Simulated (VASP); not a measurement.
# ZnO (P6_3mc) in VASP: settings compared, part 2 of 2

VASP 6.6.1. The steps go on from the part before.

### Step 4. Single point, RPBE (volume scaled by 0.98)

INCAR

```
PREC     = Accurate       # precision mode
ENCUT    = 910            # plane-wave cutoff, eV
EDIFF    = 1E-6           # SCF threshold, eV
ISMEAR   = 0              # smearing method
SIGMA    = 0.05           # smearing width, eV
LREAL    = False          # projectors in reciprocal space
LASPH    = True           # aspherical terms in the spheres
NELM     = 120            # most SCF steps
ALGO     = Normal         # electronic algorithm
ISIF     = 2              # what is computed and relaxed
LWAVE    = False          # write WAVECAR
LCHARG   = False          # write CHGCAR
GGA      = RP             # functional
NBANDS   = 26             # bands
GGA_COMPAT= False
```

KPOINTS

```
regular mesh
0
Gamma
  8 8 6
```

POSCAR

```
ZnO
1.0
    3.2966983220      0.0000000000      0.0000000000
   -1.6483491610      2.8550244955      0.0000000000
    0.0000000000      0.0000000000      5.3158706006
Zn O
2 2
Direct
    0.3333333333      0.6666666667      0.0014489168
    0.6666666667      0.3333333333      0.5014489168
    0.3333333333      0.6666666667      0.3806510832
    0.6666666667      0.3333333333      0.8806510832
```

On the command line:

```
cat potpaw_PBE.64/Zn/POTCAR potpaw_PBE.64/O_h/POTCAR > POTCAR
mpirun -np 1 vasp_std > vasp.out
```

Wall time 76 s (1 thread of AMD EPYC 7R13 (Zen 3), shared host); peak memory 0.25 GiB.

It converged, with:

- Free energy: -16.3759 eV
- Pressure: 3.2 GPa
- Largest force: 0.005 eV/Å
- Band gap on the k mesh: 0.80 eV, direct

Forces on the atoms (eV/Å):
```
Zn   0.000  0.000 -0.005
Zn   0.000  0.000 -0.005
O    0.000  0.000  0.005
O    0.000  0.000  0.005
```

Stress tensor (GPa, compression positive):
```
3.13 0.00 0.00
0.00 3.13 0.00
0.00 0.00 3.22
```

Levels at points of the mesh, in eV from the valence-band top:
```
           k point  band 14  band 15  band 16  band 17  band 18  band 19  band 20  band 21  band 22  band 23
(0.00, 0.00, 0.00)    -0.74    -0.74    -0.07     0.00     0.00     0.80     5.14     8.15    12.75    12.75
(0.50, 0.00, 0.00)    -3.37    -2.66    -2.09    -1.20    -0.77     5.65     6.94     7.64     8.25    10.44
(0.00, 0.00, 0.50)    -2.19    -0.36    -0.36    -0.36    -0.36     3.41     3.41     9.98     9.98    13.03
(0.50, 0.00, 0.50)    -3.64    -1.40    -1.40    -1.28    -1.28     5.73     5.73     8.24     8.24    11.22
```

Caveat: the cell differs from its parent crystal (volume scaled by 0.98); the cutoff is under 1.25 times the usual one of these potentials, so pressure, stress and relaxed cells hold a basis-set (Pulay) error; the PAW data sets were made with another functional, which shifts forces and pressure a little.

### Step 5. Single point, RPBE+D4

This run uses another cell than the first one, of 11.90 Å³/atom, 0.986 times its volume.

INCAR

```
ALGO = Normal
EDIFF = 1E-6
ENCUT = 910
GGA = RP
GGA_COMPAT = False
ISIF = 2
ISMEAR = 0
IVDW = 13
LASPH = True
LCHARG = False
LREAL = False
LWAVE = False
NBANDS = 26
NELM = 120
PREC = Accurate
SIGMA = 0.05
```

KPOINTS

```
k-points
0
Gamma
  8 8 6
```

POSCAR

```
ZnO
1.0
    3.2419811861      0.0000000000      0.0000000000
   -1.6209905930      2.8076380657      0.0000000000
    0.0000000000      0.0000000000      5.2276401393
Zn O
2 2
Direct
    0.3333333333      0.6666666667      0.0014489168
    0.6666666667      0.3333333333      0.5014489168
    0.3333333333      0.6666666667      0.3806510832
    0.6666666667      0.3333333333      0.8806510832
```

On the command line:

```
cat potpaw_PBE.64/Zn/POTCAR potpaw_PBE.64/O_h/POTCAR > POTCAR
mpirun -np 1 vasp_std > vasp.out
```

Wall time 96 s (1 thread of Intel Xeon Platinum 8259CL at 2.50GHz (Skylake/Cascade Lake), shared host); peak memory 0.28 GiB.

The run converged. Its results:

```yaml
Free_energy: -18.3063 eV
Pressure: 2.8 GPa
Largest_force: 0.003 eV/Å
Band_gap_on_the_k_mesh: 0.87 eV, direct
Dispersion_energy_per_atom: -0.509 eV
```

Forces on the atoms (eV/Å):
```
Zn   0.000  0.000 -0.003
Zn   0.000  0.000 -0.003
O    0.000  0.000  0.003
O    0.000  0.000  0.003
```

Levels at points of the mesh, in eV from the valence-band top:
| k point | band 15 | band 16 | band 17 | band 18 | band 19 | band 20 | band 21 | band 22 |
| --- | --- | --- | --- | --- | --- | --- | --- | --- |
| (0.00, 0.00, 0.00) | -0.79 | -0.09 | 0.00 | 0.00 | 0.87 | 5.33 | 8.31 | 13.01 |
| (0.50, 0.00, 0.00) | -2.81 | -2.25 | -1.28 | -0.84 | 5.86 | 6.99 | 7.69 | 8.60 |
| (0.00, 0.00, 0.50) | -0.39 | -0.39 | -0.39 | -0.39 | 3.53 | 3.53 | 10.18 | 10.18 |
| (0.50, 0.00, 0.50) | -1.50 | -1.50 | -1.37 | -1.37 | 5.82 | 5.82 | 8.53 | 8.53 |

Caveat: the cutoff is under 1.25 times the usual one of these potentials, so pressure, stress and relaxed cells hold a basis-set (Pulay) error; the PAW data sets were made with another functional, which shifts forces and pressure a little.

### Step 6. Single point, PBEsol

This run uses another cell than the first one, of 11.78 Å³/atom, 0.976 times its volume.

INCAR

```
PREC = Accurate ; ENCUT = 910
EDIFF = 1E-6 ; ISMEAR = 0
SIGMA = 0.05 ; LREAL = False
LASPH = True ; NELM = 120
ALGO = Normal ; ISIF = 2
LWAVE = False ; LCHARG = True
GGA = PS ; LELF = True
LVHAR = True ; NBANDS = 26
GGA_COMPAT = False
```

KPOINTS

```
regular mesh
0
Gamma
  8 8 6
```

POSCAR

```
ZnO
1.0
    3.2317480164      0.0000000000      0.0000000000
   -1.6158740082      2.7987758809      0.0000000000
    0.0000000000      0.0000000000      5.2111393254
Zn O
2 2
Direct
    0.3333333333      0.6666666667      0.0014489168
    0.6666666667      0.3333333333      0.5014489168
    0.3333333333      0.6666666667      0.3806510832
    0.6666666667      0.3333333333      0.8806510832
```

Potentials or basis: VASP PAW PBE potentials, release 64 (Zn, O_h).

On the command line:

```
cat potpaw_PBE.64/Zn/POTCAR potpaw_PBE.64/O_h/POTCAR > POTCAR
mpirun -np 1 vasp_std > vasp.out
```

Run time: 44 s. Hardware: 1 thread of Intel Xeon 6975P-C (Granite Rapids), shared host; peak memory 0.27 GiB.

It converged, with:

```
Free energy            : -19.4224 eV
Pressure               : 0.6 GPa
Band gap on the k mesh : 0.69 eV, direct
```

Stress tensor (GPa, compression positive):
```
0.51 0.00 0.00
0.00 0.51 0.00
0.00 0.00 0.65
```

Levels at points of the mesh, in eV from the valence-band top:
```tsv
k point	band 14	band 15	band 16	band 17	band 18	band 19	band 20	band 21	band 22	band 23
(0.00, 0.00, 0.00)	-0.81	-0.81	-0.09	0.00	0.00	0.69	5.15	8.11	12.82	12.82
(0.50, 0.00, 0.00)	-3.61	-2.88	-2.32	-1.33	-0.86	5.73	6.72	7.44	8.50	10.51
(0.00, 0.00, 0.50)	-2.27	-0.40	-0.40	-0.40	-0.40	3.38	3.38	9.97	9.97	13.11
(0.50, 0.00, 0.50)	-3.79	-1.54	-1.54	-1.41	-1.41	5.58	5.58	8.40	8.40	11.18
```

Caveat: the cutoff is under 1.25 times the usual one of these potentials, so pressure, stress and relaxed cells hold a basis-set (Pulay) error; the PAW data sets were made with another functional, which shifts forces and pressure a little.

### Step 7. Summary

```tsv
level	cell	gap on the mesh (eV)	pressure (GPa)
revPBE+D3(BJ)	a = 3.257, b = 3.257, c = 5.256 Å, angles 90.0, 90.0, 120.0°, 4 atoms	0.83	1.0
PBE+D4	a = 3.252, b = 3.252, c = 5.247 Å, angles 90.0, 90.0, 120.0°, 4 atoms	0.77	0.8
RPBE	a = 3.297, b = 3.297, c = 5.316 Å, angles 90.0, 90.0, 120.0°, 4 atoms	0.80	3.2
RPBE+D4	a = 3.242, b = 3.242, c = 5.228 Å, angles 90.0, 90.0, 120.0°, 4 atoms	0.87	2.8
PBEsol	a = 3.232, b = 3.232, c = 5.211 Å, angles 90.0, 90.0, 120.0°, 4 atoms	0.69	0.6
```

Alike in all rows: task single point; potentials or basis VASP PAW PBE potentials, release 64 (Zn, O_h); no spin polarisation; k mesh 8 × 8 × 6; cutoff (eV) 910; smearing gaussian 0.05 eV.

Caveats: the cutoff is under 1.25 times the usual one of these potentials, so pressure, stress and relaxed cells hold a basis-set (Pulay) error; the PAW data sets were made with another functional, which shifts forces and pressure a little (some runs).

Absolute energies hang on the potentials; compare differences alone.

### Step 8. How close it comes

Step 2. A measured gap of ZnO is 3.37 eV (quoted in “Electronic structure of alkaline earth and post-transition metal oxides”, 2009, arxiv:0908.1581); the calculated 0.83 eV misses it by -2.54 eV. So large a miss can be the level of theory's own, or it may mean another phase, state or a wrong row. The value is that of revPBE+D3(BJ), without temperature or zero-point motion. Semilocal functionals fall short of measured gaps as a rule.

Step 3. Measured gap of ZnO: 3.37 eV (quoted in “Electronic structure of alkaline earth and post-transition metal oxides”, 2009, arxiv:0908.1581). This calculation gives 0.77 eV (-2.60 eV). So large a miss can be the level of theory's own, or it may mean another phase, state or a wrong row. The value is that of PBE+D4, without temperature or zero-point motion. Semilocal functionals fall short of measured gaps as a rule.

Step 5. A measured gap of ZnO is 3.37 eV (quoted in “Electronic structure of alkaline earth and post-transition metal oxides”, 2009, arxiv:0908.1581); the calculated 0.87 eV misses it by -2.50 eV. So large a miss can be the level of theory's own, or it may mean another phase, state or a wrong row. The value is that of RPBE+D4, without temperature or zero-point motion. Semilocal functionals fall short of measured gaps as a rule.

Step 6. Against the measured gap of ZnO, 3.37 eV (quoted in “Electronic structure of alkaline earth and post-transition metal oxides”, 2009, arxiv:0908.1581), the calculated 0.69 eV is off by -2.68 eV. So large a miss can be the level of theory's own, or it may mean another phase, state or a wrong row. The value is that of PBEsol, without temperature or zero-point motion. Semilocal functionals fall short of measured gaps as a rule.
